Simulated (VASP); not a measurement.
A run of VASP 6.6.1 is set up as follows.

The input INCAR:

```
SYSTEM = Be2Cd2O
PREC     = Accurate       ! precision mode
ENCUT    = 520            ! plane-wave cutoff, eV
EDIFF    = 1E-6           ! SCF threshold, eV
ISMEAR   = 0              ! smearing method
SIGMA    = 0.1            ! smearing width, eV
LREAL    = .FALSE.        ! projectors in reciprocal space
LASPH    = .TRUE.         ! aspherical terms in the spheres
NELM     = 60             ! most SCF steps
ALGO     = Normal         ! electronic algorithm
ISIF     = 2              ! what is computed and relaxed
LWAVE    = .FALSE.        ! write WAVECAR
LCHARG   = .FALSE.        ! write CHGCAR
GGA      = PE             ! functional
NBANDS   = 25             ! bands
```

The input KPOINTS:

```
Automatic mesh
0
G
  6 6 6
  0 0 0
```

File POSCAR:

```
Be2Cd2O
1.0
    0.0000000000      3.0045788189      6.1277706376
    3.0036513391      0.0000000000      6.1277706376
    3.0036513391      3.0045788189      0.0000000000
Be Cd O
2 2 1
Direct
    0.1159921359      0.1159921359      0.8840078641
    0.8840078641      0.8840078641      0.1159921359
    0.7500000000      0.7500000000      0.7500000000
    0.2500000000      0.2500000000      0.2500000000
    0.0000000000      0.0000000000      0.0000000000
```

Potentials or basis: VASP PAW PBE potentials, release 64 (Be, Cd, O).

Command:

```bash
$ cat potpaw_PBE.64/Be/POTCAR potpaw_PBE.64/Cd/POTCAR potpaw_PBE.64/O/POTCAR > POTCAR
$ mpirun -np 1 vasp_std > vasp.out
```

(1) What does it give for the largest force?

(2) Predict the pressure.

(3) Estimate the band gap on the k mesh.

Results:

(1) 0.074 eV/Å.

(2) 0.2 GPa.

(3) zero (bands 17 and 18 overlap by 3.04 eV).
